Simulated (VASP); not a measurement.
# PbS (Pm-3m) in VASP: single point with PBE

Aim: the single point of PbS with PBE.

Everything below comes from runs of VASP 6.6.1. Logs are shortened: lines on timing, memory, paths and dates and some standing lists are left out, and cuts for length are marked.

**1. The cell of the first run**

Symmetry: Pm-3m, No. 221, cubic system. Conventional cell: a = 3.654 Å, b = 3.654 Å, c = 3.654 Å, α = 90.00°, β = 90.00°, γ = 90.00°. Pb (site symmetry m-3m) has 8 S at 3.16 Å and 6 Pb at 3.65 Å within 4.2 Å. Within 4.2 Å of S (site symmetry m-3m) lie 8 Pb at 3.16 Å and 6 S at 3.65 Å.

**2. Single point, PBE, collinear spin, ferromagnetic start**

The input, INCAR:

```
  PREC = Accurate
  ENCUT = 500
  EDIFF = 1E-6
  ISMEAR = -4
  SIGMA = 0.1
  LREAL = F
  LASPH = T
  NELM = 200
  ALGO = Normal
  ISIF = 2
  LWAVE = F
  LCHARG = T
  ISPIN = 2
  MAGMOM = 0 -2
  LORBIT = 11
  GGA = PE
  LELF = T
  LVHAR = T
  NBANDS = 21
  GGA_COMPAT = F
```

The input, KPOINTS:

```
regular mesh
0
Gamma
  4 4 4
```

The input, POSCAR:

```
PbS
1.0
    3.6536590000      0.0000000000      0.0000000000
    0.0000000000      3.6536590000      0.0000000000
    0.0000000000      0.0000000000      3.6536590000
Pb S
1 1
Direct
    0.0000000000      0.0000000000      0.0000000000
    0.5000000000      0.5000000000      0.5000000000
```

Potentials or basis: VASP PAW PBE potentials, release 64 (Pb_d, S).

Run with:

```sh
> cat potpaw_PBE.64/Pb_d/POTCAR potpaw_PBE.64/S/POTCAR > POTCAR
> mpirun -np 1 vasp_std > vasp.out
```

OUTCAR:

```text
PREC = Accurate
   ENCUT = 500
   EDIFF = 1E-6
   ISMEAR = -4
   LREAL = F
   LASPH = T
   NELM = 200
   ISIF = 2
   ISPIN = 2
   LORBIT = 11
   GGA = PE

 ion  position               nearest neighbor table
   1  0.000  0.000  0.000-   2 3.16   2 3.16   2 3.16   2 3.16   2 3.16   2 3.16   2 3.16   2 3.16

   2  0.500  0.500  0.500-   1 3.16   1 3.16   1 3.16   1 3.16   1 3.16   1 3.16   1 3.16   1 3.16

  LATTYP: Found a simple cubic cell.
 ALAT       =     3.6536590000

  Lattice vectors:

 A1 = (   3.6536590000,   0.0000000000,   0.0000000000)
 A2 = (   0.0000000000,   3.6536590000,   0.0000000000)
 A3 = (   0.0000000000,   0.0000000000,   3.6536590000)

Analysis of symmetry for initial positions (statically):
=====================================================================
 Subroutine PRICEL returns:
 Original cell was already a primitive cell.

 Routine SETGRP: Setting up the symmetry group for a
 simple cubic supercell.

 Subroutine GETGRP returns: Found 48 space group operations
 (whereof 48 operations were pure point group operations)
 out of a pool of 48 trial point group operations.

The static configuration has the point symmetry O_h .

Analysis of symmetry for dynamics (positions and initial velocities):
=====================================================================
 Subroutine PRICEL returns:
 Original cell was already a primitive cell.

 Routine SETGRP: Setting up the symmetry group for a
 simple cubic supercell.

 Subroutine GETGRP returns: Found 48 space group operations
 (whereof 48 operations were pure point group operations)
 out of a pool of 48 trial point group operations.

The dynamic configuration has the point symmetry O_h .

Analysis of structural, dynamic, and magnetic symmetry:
=====================================================================
 Subroutine PRICEL returns:
 Original cell was already a primitive cell.

 Routine SETGRP: Setting up the symmetry group for a
 simple cubic supercell.

 Subroutine GETGRP returns: Found 48 space group operations
 (whereof 48 operations were pure point group operations)
 out of a pool of 48 trial point group operations.

The overall configuration has the point symmetry O_h .

 Subroutine INISYM returns: Found 48 space group operations
 (whereof 48 operations are pure point group operations),
 and found     1 'primitive' translations

----------------------------------------------------------------------------------------

                                     Primitive cell

  volume of cell :      48.7735

  direct lattice vectors                    reciprocal lattice vectors
     3.653659000  0.000000000  0.000000000     0.273698230  0.000000000  0.000000000
     0.000000000  3.653659000  0.000000000     0.000000000  0.273698230  0.000000000
     0.000000000  0.000000000  3.653659000     0.000000000  0.000000000  0.273698230

  length of vectors
     3.653659000  3.653659000  3.653659000     0.273698230  0.273698230  0.273698230

  position of ions in fractional coordinates (direct lattice)
     0.000000000  0.000000000  0.000000000
     0.500000000  0.500000000  0.500000000

  ion indices of the primitive-cell ions
   primitive index   ion index
                 1           1
                 2           2

----------------------------------------------------------------------------------------

 KPOINTS: regular mesh

Automatic generation of k-mesh.
 Grid dimensions read from file:
 generate k-points for:    4    4    4

 Generating k-lattice:

  Cartesian coordinates                     Fractional coordinates (reciprocal lattice)
     0.068424557  0.000000000  0.000000000     0.250000000  0.000000000  0.000000000
     0.000000000  0.068424557  0.000000000     0.000000000  0.250000000  0.000000000
     0.000000000  0.000000000  0.068424557     0.000000000  0.000000000  0.250000000

  Length of vectors
     0.068424557  0.068424557  0.068424557

  Shift w.r.t. Gamma in fractional coordinates (k-lattice)
     0.000000000  0.000000000  0.000000000

 TETIRR: Found     30 inequivalent tetrahedra from      384

 Subroutine IBZKPT returns following result:
 ===========================================

 Found     10 irreducible k-points:

 Following reciprocal coordinates:
            Coordinates               Weight
  0.000000  0.000000  0.000000      1.000000
  0.250000  0.000000  0.000000      6.000000
  0.500000  0.000000  0.000000      3.000000
  0.250000  0.250000  0.000000     12.000000
  0.500000  0.250000  0.000000     12.000000
  0.500000  0.500000  0.000000      3.000000
  0.250000  0.250000  0.250000      8.000000
  0.500000  0.250000  0.250000     12.000000
  0.500000  0.500000  0.250000      6.000000
  0.500000  0.500000  0.500000      1.000000
   k-points           NKPTS =     10   k-points in BZ     NKDIM =     10   number of bands    NBANDS=     21
   number of dos      NEDOS =    301   number of ions     NIONS =      2
   total plane-waves  NPLWV =  21952
   dimension x,y,z NGX =    28 NGY =   28 NGZ =   28
   dimension x,y,z NGXF=    56 NGYF=   56 NGZF=   56
   ions per type =               1   1
   NGX,Y,Z   is equivalent  to a cutoff of  12.74, 12.74, 12.74 a.u.
   NGXF,Y,Z  is equivalent  to a cutoff of  25.48, 25.48, 25.48 a.u.
 SYSTEM =  unknown system
   PREC   = accura    normal or accurate (medium, high low for compatibility)
   ISTART =      0    job   : 0-new  1-cont  2-samecut
   ICHARG =      2    charge: 1-file 2-atom 10-const
   ISPIN  =      2    spin polarized calculation?
   LNONCOLLINEAR =      F non collinear calculations
   LSORBIT =      F    spin-orbit coupling
   LASPH  =      T    aspherical Exc in radial PAW
   ENCUT  =  500.0 eV  36.75 Ry    6.06 a.u.   6.66  6.66  6.66*2*pi/ulx,y,z
   NELM   =    200;   NELMIN=  2; NELMDL= -5     # of ELM steps
   EDIFF  = 0.1E-05   stopping-criterion for ELM
   LREAL  =      F    real-space projection
   EDIFFG = 0.1E-04   stopping-criterion for IOM
   NSW    =      0    number of steps for IOM
   IBRION =     -1    ionic relax: 0-MD 1-quasi-New 2-CG
   NFREE  =      0    steps in history (QN), initial steepest desc. (CG)
   ISIF   =      2    stress and relaxation
   ISYM   =      2    0-nonsym 1-usesym 2-fastsym
   POTIM  = 0.5000    time-step for ionic-motion
   TEBEG  =    0.0;   TEEND  =   0.0 temperature during run
   PSTRESS=    0.0 pullay stress
   NELECT =      20.0000    total number of electrons
   NUPDOWN=      -1.0000    fix difference up-down
   EMIN   =  10.00;   EMAX   =-10.00  energy-range for DOS
   EFERMI =   0.00;   METHOD = LEGACY
   ISMEAR =    -4;   SIGMA  =   0.10  broadening in eV -4-tet -1-fermi 0-gaus
   EFERMI_NEDOS =   21; number of points for ismear=-14 and -15
   IALGO  =     38    algorithm
   IMIX   =      4    mixing-type and parameters
     AMIX     =   0.40;   BMIX     =  1.00
     AMIX_MAG =   1.60;   BMIX_MAG =  1.00
  volume/ion in A,a.u.               =      24.39       164.57
  Fermi-wavevector in a.u.,A,eV,Ry     =   1.216252  2.298383 20.126668  1.479268
  Thomas-Fermi vector in A             =   2.351612
   LORBIT       =     11    0 simple, 1 ext, 2 COOP (PROOUT), +10 PAW based schemes
   GGA     = PE    functional components
   LHFCALC =     F    Hartree Fock is set to
   AEXX    =    0.0000 exact exchange contribution
   IVDW    =     0    specifies the selected vdW correction
   LEPSILON=     F    determine dielectric tensor
   LRPA    =     F    only Hartree local field effects (RPA)
 spin polarized calculation
 Fermi weights with tetrahedron method witout Bloechl corrections
  energy-cutoff  :      500.00
  volume of cell :       48.77
 maximum number of plane-waves:      1250
 NGX is ok and might be reduce to    28
   NGX = 13   NGY = 13   NGZ = 13

 number of electron      19.9999995 magnetization       0.0000440

 number of electron      19.9999995 magnetization      -0.0001228

 Free energy of the ion-electron system (eV)
  ---------------------------------------------------
  ext. energy  EPLUGINS =         0.00000000
  ---------------------------------------------------
  free energy    TOTEN  =        -8.14470816 eV

  energy without entropy =       -8.14470816  energy(sigma->0) =       -8.14470816

 E-fermi :   6.0079     XC(G=0): -10.1562

 val. band max:        6.0595536323   @ k =   0.5000   0.0000   0.0000
 cond. band min:       5.6343935851   @ k =   0.5000   0.5000   0.5000
 fundamental gap:     -0.4251600472
 Fermi energy:         6.0079481344

 spin component 1

 k-point     1 :       0.0000    0.0000    0.0000
  band No.  band energies     occupation
      1     -10.8656      1.00000
      2     -10.8656      1.00000
      3     -10.6528      1.00000
      4     -10.6528      1.00000
      5     -10.6528      1.00000
      6      -6.9491      1.00000
[... 13 lines left out ...]
     20      20.9976      0.00000
     21      20.9976      0.00000
[... 193 lines left out ...]
 k-point    10 :       0.5000    0.5000    0.5000
  band No.  band energies     occupation
      1     -10.7766      1.00000
      2     -10.7766      1.00000
      3     -10.7766      1.00000
      4     -10.6045      1.00000
      5     -10.6045      1.00000
      6      -4.6118      1.00000
[... 13 lines left out ...]
     20      23.1063      0.00000
     21      23.1063      0.00000
 Fermi energy:         6.0079481344

 spin component 2

 k-point     1 :       0.0000    0.0000    0.0000
  band No.  band energies     occupation
      1     -10.8657      1.00000
      2     -10.8657      1.00000
      3     -10.6529      1.00000
      4     -10.6529      1.00000
      5     -10.6529      1.00000
      6      -6.9491      1.00000
[... 13 lines left out ...]
     20      20.9976      0.00000
     21      20.9976      0.00000
[... 193 lines left out ...]
 k-point    10 :       0.5000    0.5000    0.5000
  band No.  band energies     occupation
      1     -10.7768      1.00000
      2     -10.7768      1.00000
      3     -10.7768      1.00000
      4     -10.6046      1.00000
      5     -10.6046      1.00000
      6      -4.6119      1.00000
[... 13 lines left out ...]
     20      23.1063      0.00000
     21      23.1063      0.00000

------------------------ aborting loop because EDIFF is reached ----------------------------------------

  FORCE on cell =-STRESS in cart. coord.  units (eV):
  Direction    XX          YY          ZZ          XY          YZ          ZX
  --------------------------------------------------------------------------------------
  -------------------------------------------------------------------------------------
  Total        0.2435973      0.2435973      0.2435973      0.0000000      0.0000000     -0.0000000
  in kB        8.0020079      8.0020079      8.0020079      0.0000000      0.0000000     -0.0000000
  external PRESSURE =       8.0020079 kB  Pullay stress =       0.0000000 kB

 VOLUME and BASIS-vectors are now :
 -----------------------------------------------------------------------------
  energy-cutoff  :      500.00
  volume of cell :       48.77
      direct lattice vectors                 reciprocal lattice vectors
     3.653659000  0.000000000  0.000000000     0.273698230  0.000000000  0.000000000
     0.000000000  3.653659000  0.000000000     0.000000000  0.273698230  0.000000000
     0.000000000  0.000000000  3.653659000     0.000000000  0.000000000  0.273698230

 POSITION                                       TOTAL-FORCE (eV/Angst)
 -----------------------------------------------------------------------------------
      0.00000      0.00000      0.00000         0.000000      0.000000      0.000000
      1.82683      1.82683      1.82683         0.000000      0.000000      0.000000
 -----------------------------------------------------------------------------------
    total drift:                               -0.000000      0.000000      0.000000

  FREE ENERGIE OF THE ION-ELECTRON SYSTEM (eV)
  ---------------------------------------------------
  free  energy   TOTEN  =        -8.1447081558 eV

  energy  without entropy=       -8.1447081558  energy(sigma->0) =       -8.14470816

 total charge

# of ion       s       p       d       tot
------------------------------------------
    1        1.492   0.450   9.841  11.783
    2        1.352   2.331   0.000   3.683
--------------------------------------------------
tot          2.844   2.781   9.841  15.466

 magnetization (x)

# of ion       s       p       d       tot
------------------------------------------
    1       -0.000   0.000  -0.000  -0.000
    2       -0.000  -0.000   0.000  -0.000
--------------------------------------------------
tot         -0.000  -0.000  -0.000  -0.000
```

It took 17 s on 1 thread of Intel Xeon Platinum 8488C (Sapphire Rapids), shared host; peak memory 0.17 GiB.

What came out:

```
Free energy                                           : -8.1447 eV
Pressure                                              : 0.8 GPa
Band gap on the k mesh                                : zero (filled and empty bands overlap)
Net moment                                            : 0.00 μB per cell
Valence electrons inside the program's atomic spheres : Pb 11.78; S 3.68
```

Levels at points of the mesh, in eV from the Fermi level:
Spin up:
| k point | band 7 | band 8 | band 9 | band 10 | band 11 | band 12 | band 13 | band 14 |
| --- | --- | --- | --- | --- | --- | --- | --- | --- |
| (0.00, 0.00, 0.00) | -6.61 | -1.41 | -1.41 | -1.41 | 5.62 | 5.62 | 6.63 | 6.63 |
| (0.50, 0.00, 0.00) | -8.92 | -0.27 | -0.27 | 0.05 | 0.44 | 4.02 | 4.02 | 6.86 |
| (0.50, 0.50, 0.00) | -7.20 | -4.28 | -4.28 | -0.07 | 4.33 | 4.33 | 5.98 | 7.35 |
| (0.50, 0.50, 0.50) | -5.92 | -2.19 | -2.19 | -2.19 | -0.37 | -0.37 | -0.37 | 13.87 |
Spin down:
```
           k point  band 7  band 8  band 9  band 10  band 11  band 12  band 13  band 14
(0.00, 0.00, 0.00)   -6.61   -1.41   -1.41    -1.41     5.62     5.62     6.63     6.63
(0.50, 0.00, 0.00)   -8.92   -0.27   -0.27     0.05     0.44     4.02     4.02     6.86
(0.50, 0.50, 0.00)   -7.20   -4.28   -4.28    -0.07     4.33     4.33     5.98     7.35
(0.50, 0.50, 0.50)   -5.92   -2.19   -2.19    -2.19    -0.37    -0.37    -0.37    13.87
```

Caveat: the k points lie up to 0.43 Å⁻¹ apart; spin-orbit coupling is left out, which moves the levels of the heavy elements.
